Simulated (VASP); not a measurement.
# LiSb3 (Pm-3m) in VASP: notebook, part 2 of 2

VASP 6.6.1.

**3. Single point, PBE**

This run uses another cell than the first one, of 24.62 Å³/atom, 1.021 times its volume.

INCAR

```
ALGO     = Normal         # electronic algorithm
EDIFF    = 1E-7           # SCF threshold, eV
ENCUT    = 520            # plane-wave cutoff, eV
GGA      = PE             # functional
ISIF     = 2              # what is computed and relaxed
ISMEAR   = -1             # smearing method
LASPH    = True           # aspherical terms in the spheres
LCHARG   = False          # write CHGCAR
LREAL    = False          # projectors in reciprocal space
LWAVE    = False          # write WAVECAR
NBANDS   = 17             # bands
NELM     = 60             # most SCF steps
PREC     = Accurate       # precision mode
SIGMA    = 0.05           # smearing width, eV
```

KPOINTS

```
k-points
0
Gamma
  6 6 6
```

POSCAR

```
LiSb3
1.0
    4.6177562042      0.0000000000      0.0000000000
    0.0000000000      4.6177562042      0.0000000000
    0.0000000000      0.0000000000      4.6177562042
Sb Li
3 1
Direct
    0.5000000000      0.5000000000      0.0000000000
    0.0000000000      0.5000000000      0.5000000000
    0.5000000000      0.0000000000      0.5000000000
    0.0000000000      0.0000000000      0.0000000000
```

Potentials or basis: VASP PAW PBE potentials, release 64 (Sb, Li_sv).

Run with:

```sh
> cat potpaw_PBE.64/Sb/POTCAR potpaw_PBE.64/Li_sv/POTCAR > POTCAR
> mpirun -np 1 vasp_std > vasp.out
```

OUTCAR:

```text
EDIFF = 1E-7
   ENCUT = 520
   GGA = PE
   ISIF = 2
   ISMEAR = -1
   LASPH = True
   LREAL = False
   NELM = 60
   PREC = Accurate

 ion  position               nearest neighbor table
   1  0.500  0.500  0.000-   2 3.27   3 3.27   2 3.27   3 3.27   3 3.27   3 3.27   2 3.27   2 3.27

   2  0.000  0.500  0.500-   1 3.27   3 3.27   1 3.27   3 3.27   1 3.27   3 3.27   1 3.27   3 3.27

   3  0.500  0.000  0.500-   1 3.27   2 3.27   1 3.27   1 3.27   2 3.27   1 3.27   2 3.27   2 3.27

[... 593 lines left out ...]
  FORCE on cell =-STRESS in cart. coord.  units (eV):
  Direction    XX          YY          ZZ          XY          YZ          ZX
  --------------------------------------------------------------------------------------
  -------------------------------------------------------------------------------------
  Total        1.5324804      1.5324804      1.5324804      0.0000000     -0.0000000      0.0000000
  in kB       24.9351804     24.9351804     24.9351804      0.0000000     -0.0000000      0.0000000
  external PRESSURE =      24.9351804 kB  Pullay stress =       0.0000000 kB

 VOLUME and BASIS-vectors are now :
 -----------------------------------------------------------------------------
  energy-cutoff  :      520.00
  volume of cell :       98.47
      direct lattice vectors                 reciprocal lattice vectors
     4.617756204  0.000000000  0.000000000     0.216555391  0.000000000  0.000000000
     0.000000000  4.617756204  0.000000000     0.000000000  0.216555391  0.000000000
     0.000000000  0.000000000  4.617756204     0.000000000  0.000000000  0.216555391

 POSITION                                       TOTAL-FORCE (eV/Angst)
 -----------------------------------------------------------------------------------
      2.30888      2.30888      0.00000         0.000000      0.000000      0.000000
      0.00000      2.30888      2.30888         0.000000      0.000000      0.000000
      2.30888      0.00000      2.30888         0.000000      0.000000      0.000000
      0.00000      0.00000      0.00000         0.000000      0.000000      0.000000
 -----------------------------------------------------------------------------------
    total drift:                               -0.000000      0.000000      0.000000

  FREE ENERGIE OF THE ION-ELECTRON SYSTEM (eV)
  ---------------------------------------------------
  free  energy   TOTEN  =       -14.5093913443 eV

  energy  without entropy=      -14.4878562214  energy(sigma->0) =      -14.49862378
```

OSZICAR:

```text
N       E                     dE             d eps       ncg     rms          rms(c)
DAV:   1     0.687579920948E+02    0.68758E+02   -0.57611E+03   680   0.892E+02
DAV:   2    -0.978990195604E+01   -0.78548E+02   -0.74660E+02   913   0.156E+02
DAV:   3    -0.143282711322E+02   -0.45384E+01   -0.44887E+01   951   0.377E+01
DAV:   4    -0.145295051012E+02   -0.20123E+00   -0.20079E+00  1036   0.679E+00
DAV:   5    -0.145314211205E+02   -0.19160E-02   -0.19159E-02   932   0.717E-01    0.344E+00
DAV:   6    -0.145156797557E+02    0.15741E-01   -0.10914E-02   869   0.553E-01    0.202E+00
DAV:   7    -0.145096010884E+02    0.60787E-02   -0.13947E-02   825   0.624E-01    0.782E-02
DAV:   8    -0.145093913267E+02    0.20976E-03   -0.16725E-03   940   0.232E-01    0.357E-02
DAV:   9    -0.145093959670E+02   -0.46403E-05   -0.96158E-05  1010   0.591E-02    0.224E-02
DAV:  10    -0.145093924635E+02    0.35035E-05   -0.94556E-06   921   0.165E-02    0.309E-03
DAV:  11    -0.145093914325E+02    0.10310E-05   -0.29646E-07   897   0.337E-03    0.126E-03
DAV:  12    -0.145093913201E+02    0.11244E-06   -0.29778E-08   510   0.117E-03    0.904E-05
DAV:  13    -0.145093913443E+02   -0.24219E-07   -0.30943E-09   430   0.369E-04
   1 F= -.14509391E+02 E0= -.14498624E+02  d E =-.215351E-01
```

stdout:

```text
POSCAR found type information on POSCAR SbLi
 POSCAR found :  2 types and       4 ions
 scaLAPACK will be used
 LDA part: xc-table for (Slater+PW92), standard interpolation
 POSCAR, INCAR and KPOINTS ok, starting setup
 FFT: planning ... GRIDC
 FFT: planning ... GRID_SOFT
 FFT: planning ... GRID
 WAVECAR not read
 entering main loop
```

Run time: 16 s. Hardware: 1 thread of Intel Xeon Platinum 8488C (Sapphire Rapids), shared host; peak memory 0.2 GiB.

Results:

| Item | Value |
| --- | --- |
| Free energy | -14.5094 eV |
| Band gap on the k mesh | zero (band 9 reaches 8.88 eV, above the bottom of band 10 at 6.28 eV) |

Caveat: the cutoff is under 1.25 times the usual one of these potentials, so pressure, stress and relaxed cells hold a basis-set (Pulay) error; spin-orbit coupling is left out, which moves the levels of the heavy elements.

**4. Single point, PBE**

This run uses another cell than the first one, of 25.13 Å³/atom, 1.043 times its volume.

INCAR

```
SYSTEM = LiSb3
ALGO = Normal
EDIFF = 1E-7
ENCUT = 520
GGA = PE
ISIF = 2
ISMEAR = -1
LASPH = .True.
LCHARG = .False.
LREAL = .False.
LWAVE = .False.
NBANDS = 17
NELM = 100
PREC = Accurate
SIGMA = 0.05
```

KPOINTS

```
k-points
0
Gamma
  6 6 6
  0 0 0
```

POSCAR

```
LiSb3
1.0
    4.6496038051      0.0000000000      0.0000000000
    0.0000000000      4.6496038051      0.0000000000
    0.0000000000      0.0000000000      4.6496038051
Sb Li
3 1
Direct
    0.5000000000      0.5000000000      0.0000000000
    0.0000000000      0.5000000000      0.5000000000
    0.5000000000      0.0000000000      0.5000000000
    0.0000000000      0.0000000000      0.0000000000
```

Potentials or basis: VASP PAW PBE potentials, release 64 (Sb, Li_sv).

Run with:

```sh
> cat potpaw_PBE.64/Sb/POTCAR potpaw_PBE.64/Li_sv/POTCAR > POTCAR
> mpirun -np 1 vasp_std > vasp.out
```

OUTCAR:

```text
SYSTEM = LiSb3
   EDIFF = 1E-7
   ENCUT = 520
   GGA = PE
   ISIF = 2
   ISMEAR = -1
   LASPH = .True.
   LREAL = .False.
   NELM = 100
   PREC = Accurate

 ion  position               nearest neighbor table
   1  0.500  0.500  0.000-   2 3.29   3 3.29   2 3.29   3 3.29   3 3.29   3 3.29   2 3.29   2 3.29

   2  0.000  0.500  0.500-   1 3.29   3 3.29   1 3.29   3 3.29   1 3.29   3 3.29   1 3.29   3 3.29

   3  0.500  0.000  0.500-   1 3.29   2 3.29   1 3.29   1 3.29   2 3.29   1 3.29   2 3.29   2 3.29

   4  0.000  0.000  0.000-

  LATTYP: Found a simple cubic cell.
 ALAT       =     4.6496038051

  Lattice vectors:

 A1 = (   4.6496038051,   0.0000000000,   0.0000000000)
 A2 = (   0.0000000000,   4.6496038051,   0.0000000000)
 A3 = (   0.0000000000,   0.0000000000,   4.6496038051)

Analysis of symmetry for initial positions (statically):
=====================================================================
 Subroutine PRICEL returns:
 Original cell was already a primitive cell.

[... 166 lines left out ...]
  energy without entropy =      -14.51235467  energy(sigma->0) =      -14.52305357

 E-fermi :   7.1370     XC(G=0):  -9.5782

 val. band max:        7.1123787306   @ k =   0.3333   0.1667   0.1667
 cond. band min:       7.1417120843   @ k =   0.1667   0.1667   0.1667
 fundamental gap:      0.0293333537
 Fermi energy:         7.1370245012

 k-point     1 :       0.0000    0.0000    0.0000
  band No.  band energies     occupation
      1     -40.3728      2.00000
      2      -5.2605      2.00000
      3      -0.1236      2.00000
      4      -0.1236      2.00000
      5       2.8569      2.00000
      6       2.8569      2.00000
[... 377 lines left out ...]
      4      -1.9631      2.00000
      5       0.9677      2.00000
      6       2.3607      2.00000
[... 9 lines left out ...]
     16      15.2363      0.00000
     17      15.2363      0.00000

------------------------ aborting loop because EDIFF is reached ----------------------------------------

  FORCE on cell =-STRESS in cart. coord.  units (eV):
  Direction    XX          YY          ZZ          XY          YZ          ZX
  --------------------------------------------------------------------------------------
  -------------------------------------------------------------------------------------
  Total        0.8176744      0.8176744      0.8176744     -0.0000000     -0.0000000     -0.0000000
  in kB       13.0329627     13.0329627     13.0329627     -0.0000000     -0.0000000     -0.0000000
  external PRESSURE =      13.0329627 kB  Pullay stress =       0.0000000 kB

 VOLUME and BASIS-vectors are now :
 -----------------------------------------------------------------------------
  energy-cutoff  :      520.00
  volume of cell :      100.52
      direct lattice vectors                 reciprocal lattice vectors
     4.649603805  0.000000000  0.000000000     0.215072088  0.000000000  0.000000000
     0.000000000  4.649603805  0.000000000     0.000000000  0.215072088  0.000000000
     0.000000000  0.000000000  4.649603805     0.000000000  0.000000000  0.215072088

 POSITION                                       TOTAL-FORCE (eV/Angst)
 -----------------------------------------------------------------------------------
      2.32480      2.32480      0.00000         0.000000      0.000000      0.000000
      0.00000      2.32480      2.32480         0.000000      0.000000      0.000000
      2.32480      0.00000      2.32480         0.000000      0.000000      0.000000
      0.00000      0.00000      0.00000         0.000000      0.000000      0.000000
 -----------------------------------------------------------------------------------
    total drift:                               -0.000000      0.000000      0.000000

  FREE ENERGIE OF THE ION-ELECTRON SYSTEM (eV)
  ---------------------------------------------------
  free  energy   TOTEN  =       -14.5337524756 eV

  energy  without entropy=      -14.5123546698  energy(sigma->0) =      -14.52305357
```

OSZICAR:

```text
N       E                     dE             d eps       ncg     rms          rms(c)
DAV:   1     0.690159179235E+02    0.69016E+02   -0.56668E+03   680   0.894E+02
DAV:   2    -0.986652951910E+01   -0.78882E+02   -0.75013E+02   883   0.157E+02
DAV:   3    -0.143583215712E+02   -0.44918E+01   -0.43948E+01   891   0.369E+01
DAV:   4    -0.145530142599E+02   -0.19469E+00   -0.19443E+00  1068   0.677E+00
DAV:   5    -0.145544938311E+02   -0.14796E-02   -0.14789E-02   924   0.628E-01    0.333E+00
DAV:   6    -0.145395186172E+02    0.14975E-01   -0.10589E-02   809   0.550E-01    0.195E+00
DAV:   7    -0.145339514241E+02    0.55672E-02   -0.14110E-02   838   0.632E-01    0.808E-02
DAV:   8    -0.145337529727E+02    0.19845E-03   -0.16589E-03   950   0.233E-01    0.358E-02
DAV:   9    -0.145337578012E+02   -0.48285E-05   -0.96738E-05  1011   0.608E-02    0.236E-02
DAV:  10    -0.145337538620E+02    0.39392E-05   -0.10916E-05   930   0.171E-02    0.372E-03
DAV:  11    -0.145337525399E+02    0.13221E-05   -0.23881E-07   854   0.311E-03    0.150E-03
DAV:  12    -0.145337524756E+02    0.64296E-07   -0.34173E-08   515   0.126E-03
   1 F= -.14533752E+02 E0= -.14523054E+02  d E =-.213978E-01
```

Run time: 16 s. Hardware: 1 thread of Intel Xeon Platinum 8488C (Sapphire Rapids), shared host; peak memory 0.2 GiB.

What came out:

* Free energy: -14.5338 eV
* Band gap on the k mesh: zero (band 9 reaches 8.59 eV, above the bottom of band 10 at 6.08 eV)

Levels at points of the mesh, in eV from the Fermi level:
```csv
k point,band 5,band 6,band 7,band 8,band 9,band 10,band 11,band 12,band 13,band 14
"(0.00, 0.00, 0.00)",-4.28,-4.28,-4.28,0.76,0.84,0.84,0.84,2.66,2.66,2.66
"(0.50, 0.00, 0.00)",-3.10,-3.10,-1.60,-1.60,-1.20,-1.06,-0.68,2.60,2.60,4.06
"(0.50, 0.50, 0.00)",-5.02,-2.44,-1.42,-1.06,-1.06,-0.92,-0.92,2.76,3.80,4.09
"(0.50, 0.50, 0.50)",-6.17,-4.78,-4.78,-4.78,0.42,4.07,4.07,4.45,4.45,4.45
```

Caveat: the cutoff is under 1.25 times the usual one of these potentials, so pressure, stress and relaxed cells hold a basis-set (Pulay) error; spin-orbit coupling is left out, which moves the levels of the heavy elements.

**5. Single point, PBE**

This run uses another cell than the first one, of 25.64 Å³/atom, 1.064 times its volume.

INCAR

```
SYSTEM = LiSb3
PREC = Accurate
ENCUT = 520
EDIFF = 1E-6
ISMEAR = -1
SIGMA = 0.05
LREAL = .False.
LASPH = .True.
NELM = 100
ALGO = Normal
ISIF = 2
LWAVE = .False.
LCHARG = .True.
GGA = PE
LELF = .True.
LVHAR = .True.
NBANDS = 17
```

KPOINTS

```
Automatic mesh
0
Gamma
  6 6 6
  0 0 0
```

POSCAR

```
LiSb3
1.0
    4.6810210000      0.0000000000      0.0000000000
    0.0000000000      4.6810210000      0.0000000000
    0.0000000000      0.0000000000      4.6810210000
Sb Li
3 1
Direct
    0.5000000000      0.5000000000      0.0000000000
    0.0000000000      0.5000000000      0.5000000000
    0.5000000000      0.0000000000      0.5000000000
    0.0000000000      0.0000000000      0.0000000000
```

Potentials or basis: VASP PAW PBE potentials, release 64 (Sb, Li_sv).

Run with:

```sh
> cat potpaw_PBE.64/Sb/POTCAR potpaw_PBE.64/Li_sv/POTCAR > POTCAR
> mpirun -np 1 vasp_std > vasp.out
```

OUTCAR:

```text
SYSTEM = LiSb3
   PREC = Accurate
   ENCUT = 520
   EDIFF = 1E-6
   ISMEAR = -1
   LREAL = .False.
   LASPH = .True.
   NELM = 100
   ISIF = 2
   GGA = PE

 ion  position               nearest neighbor table
   1  0.500  0.500  0.000-   2 3.31   3 3.31   2 3.31   3 3.31   3 3.31   3 3.31   2 3.31   2 3.31

   2  0.000  0.500  0.500-   1 3.31   3 3.31   1 3.31   3 3.31   1 3.31   3 3.31   1 3.31   3 3.31

   3  0.500  0.000  0.500-   1 3.31   2 3.31   1 3.31   1 3.31   2 3.31   1 3.31   2 3.31   2 3.31

   4  0.000  0.000  0.000-

  LATTYP: Found a simple cubic cell.
 ALAT       =     4.6810210000

  Lattice vectors:

 A1 = (   4.6810210000,   0.0000000000,   0.0000000000)
 A2 = (   0.0000000000,   4.6810210000,   0.0000000000)
 A3 = (   0.0000000000,   0.0000000000,   4.6810210000)

Analysis of symmetry for initial positions (statically):
=====================================================================
 Subroutine PRICEL returns:
 Original cell was already a primitive cell.

[... 166 lines left out ...]
  energy without entropy =      -14.52250638  energy(sigma->0) =      -14.53309330

 E-fermi :   6.8998     XC(G=0):  -9.4955

 val. band max:        6.8793424867   @ k =   0.3333   0.1667   0.1667
 cond. band min:       6.9135670550   @ k =   0.1667   0.1667   0.1667
 fundamental gap:      0.0342245683
 Fermi energy:         6.8998002920

 k-point     1 :       0.0000    0.0000    0.0000
  band No.  band energies     occupation
      1     -40.6109      2.00000
      2      -5.3478      2.00000
      3      -0.3757      2.00000
      4      -0.3757      2.00000
      5       2.7215      2.00000
      6       2.7215      2.00000
[... 377 lines left out ...]
      4      -2.1513      2.00000
      5       0.8733      2.00000
      6       2.2387      2.00000
[... 9 lines left out ...]
     16      14.9317      0.00000
     17      14.9317      0.00000

------------------------ aborting loop because EDIFF is reached ----------------------------------------

  FORCE on cell =-STRESS in cart. coord.  units (eV):
  Direction    XX          YY          ZZ          XY          YZ          ZX
  --------------------------------------------------------------------------------------
  -------------------------------------------------------------------------------------
  Total        0.1505291      0.1505291      0.1505291      0.0000000     -0.0000000      0.0000000
  in kB        2.3513062      2.3513062      2.3513062      0.0000000     -0.0000000      0.0000000
  external PRESSURE =       2.3513062 kB  Pullay stress =       0.0000000 kB

 VOLUME and BASIS-vectors are now :
 -----------------------------------------------------------------------------
  energy-cutoff  :      520.00
  volume of cell :      102.57
      direct lattice vectors                 reciprocal lattice vectors
     4.681021000  0.000000000  0.000000000     0.213628608  0.000000000  0.000000000
     0.000000000  4.681021000  0.000000000     0.000000000  0.213628608  0.000000000
     0.000000000  0.000000000  4.681021000     0.000000000  0.000000000  0.213628608

 POSITION                                       TOTAL-FORCE (eV/Angst)
 -----------------------------------------------------------------------------------
      2.34051      2.34051      0.00000         0.000000      0.000000      0.000000
      0.00000      2.34051      2.34051         0.000000      0.000000      0.000000
      2.34051      0.00000      2.34051         0.000000      0.000000      0.000000
      0.00000      0.00000      0.00000         0.000000      0.000000      0.000000
 -----------------------------------------------------------------------------------
    total drift:                               -0.000000      0.000000      0.000000

  FREE ENERGIE OF THE ION-ELECTRON SYSTEM (eV)
  ---------------------------------------------------
  free  energy   TOTEN  =       -14.5436802273 eV

  energy  without entropy=      -14.5225063779  energy(sigma->0) =      -14.53309330
```

Run time: 17 s. Hardware: 1 thread of Intel Xeon Platinum 8488C (Sapphire Rapids), shared host; peak memory 0.21 GiB.

What came out:

```
Free energy            : -14.5437 eV
Band gap on the k mesh : zero (band 9 reaches 8.31 eV, above the bottom of band 10 at 5.89 eV)
```

Levels at points of the mesh, in eV from the Fermi level:
```
           k point  band 7  band 8  band 9  band 10  band 11  band 12
(0.00, 0.00, 0.00)   -4.18    0.81    0.83     0.83     0.83     2.64
(0.50, 0.00, 0.00)   -1.54   -1.54   -1.22    -1.01    -0.65     2.55
(0.50, 0.50, 0.00)   -1.37   -1.02   -1.02    -0.91    -0.91     2.80
(0.50, 0.50, 0.50)   -4.66   -4.66    0.46     3.98     3.98     4.33
```

Caveat: the cutoff is under 1.25 times the usual one of these potentials, so pressure, stress and relaxed cells hold a basis-set (Pulay) error; spin-orbit coupling is left out, which moves the levels of the heavy elements.

**6. Single point, PBE**

This run uses another cell than the first one, of 26.16 Å³/atom, 1.085 times its volume.

INCAR

```
  PREC = Accurate
  ENCUT = 520
  EDIFF = 1E-6
  ISMEAR = -1
  SIGMA = 0.05
  LREAL = False
  LASPH = True
  NELM = 80
  ALGO = Normal
  ISIF = 2
  LWAVE = False
  LCHARG = False
  GGA = PE
  NBANDS = 17
```

KPOINTS

```
regular mesh
0
Gamma
  6 6 6
```

POSCAR

```
LiSb3
1.0
    4.7120220425      0.0000000000      0.0000000000
    0.0000000000      4.7120220425      0.0000000000
    0.0000000000      0.0000000000      4.7120220425
Sb Li
3 1
Direct
    0.5000000000      0.5000000000      0.0000000000
    0.0000000000      0.5000000000      0.5000000000
    0.5000000000      0.0000000000      0.5000000000
    0.0000000000      0.0000000000      0.0000000000
```

Potentials or basis: VASP PAW PBE potentials, release 64 (Sb, Li_sv).

Run with:

```sh
> cat potpaw_PBE.64/Sb/POTCAR potpaw_PBE.64/Li_sv/POTCAR > POTCAR
> mpirun -np 1 vasp_std > vasp.out
```

Wall time 16 s (1 thread of Intel Xeon Platinum 8488C (Sapphire Rapids), shared host); peak memory 0.21 GiB.

The run converged. Its results:

- Free energy: -14.5406 eV
- Band gap on the k mesh: zero (band 9 reaches 8.05 eV, above the bottom of band 10 at 5.70 eV)

Levels at points of the mesh, in eV from the Fermi level:
```
           k point  band 6  band 7  band 8  band 9  band 10  band 11  band 12  band 13
(0.00, 0.00, 0.00)   -4.08   -4.08    0.81    0.81     0.81     0.86     2.61     2.61
(0.50, 0.00, 0.00)   -2.95   -1.49   -1.49   -1.24    -0.97    -0.61     2.50     2.50
(0.50, 0.50, 0.00)   -2.41   -1.32   -0.98   -0.98    -0.91    -0.91     2.83     3.64
(0.50, 0.50, 0.50)   -4.55   -4.55   -4.55    0.51     3.88     3.88     4.22     4.22
```

Caveat: the cutoff is under 1.25 times the usual one of these potentials, so pressure, stress and relaxed cells hold a basis-set (Pulay) error; spin-orbit coupling is left out, which moves the levels of the heavy elements.

**7. Overview**

| cell | gap on the mesh (eV) |
| --- | --- |
| a = 4.585 Å, 4 atoms | none |
| a = 4.618 Å, 4 atoms | none |
| a = 4.650 Å, 4 atoms | none |
| a = 4.681 Å, 4 atoms | none |
| a = 4.712 Å, 4 atoms | none |

Alike in all rows: task single point; level PBE; potentials or basis VASP PAW PBE potentials, release 64 (Sb, Li_sv); no spin polarisation; k mesh 6 × 6 × 6; cutoff (eV) 520; smearing fermi-dirac 0.05 eV.

Caveats: the cutoff is under 1.25 times the usual one of these potentials, so pressure, stress and relaxed cells hold a basis-set (Pulay) error; spin-orbit coupling is left out, which moves the levels of the heavy elements.

Absolute energies hang on the potentials; compare differences alone.
